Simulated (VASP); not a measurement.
Wanted: the native input for a VASP 6.6.1 run.

| Quantity | Value |
| --- | --- |
| Task | single point |
| Functional | PBE-based screened hybrid with 25 % exact exchange |
| Potentials or basis | VASP PAW PBE potentials, release 64 (V_sv) |
| Cutoff | 520 eV |
| k mesh | 6 × 6 × 6 |
| Occupations | fermi-dirac, width 0.05 eV |
| Spin | collinear spin, ferromagnetic start |
| Starting moments | [2.0] μB |
| Dipole correction | no |
| Grid for exact exchange (PRECFOCK) | Normal |
| Share of exact exchange | 0.25 |
| Further INCAR settings | ALGO = Normal; EDIFF = 1e-06; NBANDS = 16 |
| Screening parameter | 0.3 1/Å |

V:

```
CELL_PARAMETERS angstrom
-1.49360 1.49360 1.49360
1.49360 -1.49360 1.49360
1.49360 1.49360 -1.49360
ATOMIC_POSITIONS crystal
V 0.00000 0.00000 0.00000
```

One way to write it, as run:

POSCAR

```
V
1.0
   -1.4935999629      1.4935999629      1.4935999629
    1.4935999629     -1.4935999629      1.4935999629
    1.4935999629      1.4935999629     -1.4935999629
V
1
Direct
    0.0000000000      0.0000000000      0.0000000000
```

INCAR.step1

```
ALGO     = Normal         # electronic algorithm
EDIFF    = 1E-5           # SCF threshold, eV
ENCUT    = 520            # plane-wave cutoff, eV
GGA      = PE             # functional
ISIF     = 2              # what is computed and relaxed
ISMEAR   = -1             # smearing method
ISPIN    = 2              # spin polarisation
LASPH    = True           # aspherical terms in the spheres
LCHARG   = False          # write CHGCAR
LMAXMIX  = 4              # l up to which the mixer works
LORBIT   = 11             # projections on sites
LREAL    = False          # projectors in reciprocal space
LWAVE    = True           # write WAVECAR
MAGMOM   = 2              # initial moments
NBANDS   = 16             # bands
NELM     = 150            # most SCF steps
PREC     = Accurate       # precision mode
SIGMA    = 0.05           # smearing width, eV
```

INCAR.step2

```
AEXX     = 0.25           # exact-exchange fraction
ALGO     = Normal         # electronic algorithm
EDIFF    = 1E-6           # SCF threshold, eV
ENCUT    = 520            # plane-wave cutoff, eV
GGA      = PE             # functional
HFSCREEN = 0.3            # screening, 1/A
ISIF     = 2              # what is computed and relaxed
ISMEAR   = -1             # smearing method
ISPIN    = 2              # spin polarisation
ISTART   = 1            
LASPH    = True           # aspherical terms in the spheres
LCHARG   = False          # write CHGCAR
LHFCALC  = True           # exact exchange
LMAXMIX  = 4              # l up to which the mixer works
LORBIT   = 11             # projections on sites
LREAL    = False          # projectors in reciprocal space
LWAVE    = False          # write WAVECAR
MAGMOM   = 2              # initial moments
NBANDS   = 16             # bands
NELM     = 150            # most SCF steps
PREC     = Accurate       # precision mode
PRECFOCK = Normal       
SIGMA    = 0.05           # smearing width, eV
```

KPOINTS

```
k-points
0
Gamma
  6 6 6
```

Potentials or basis: VASP PAW PBE potentials, release 64 (V_sv).

Launch:

```console
$ cat potpaw_PBE.64/V_sv/POTCAR > POTCAR
$ cp INCAR.step1 INCAR
$ mpirun -np 1 vasp_std > vasp.out
$ cp INCAR.step2 INCAR
$ mpirun -np 1 vasp_std > vasp.out
```

It gave:

```yaml
Pressure: 0.7 GPa
Net_moment: 0.78 μB per cell
Site_moments: V +0.67 μB
Valence_electrons_inside_the_program's_atomic_spheres: V 11.62
```

Caveat: the k points lie up to 0.50 Å⁻¹ apart; the PAW data sets were made with another functional, which shifts forces and pressure a little.

Run time: 40 min on 1 thread of Oxide Virtual Turin-like Processor, on a shared host, peak memory 0.2 GiB.
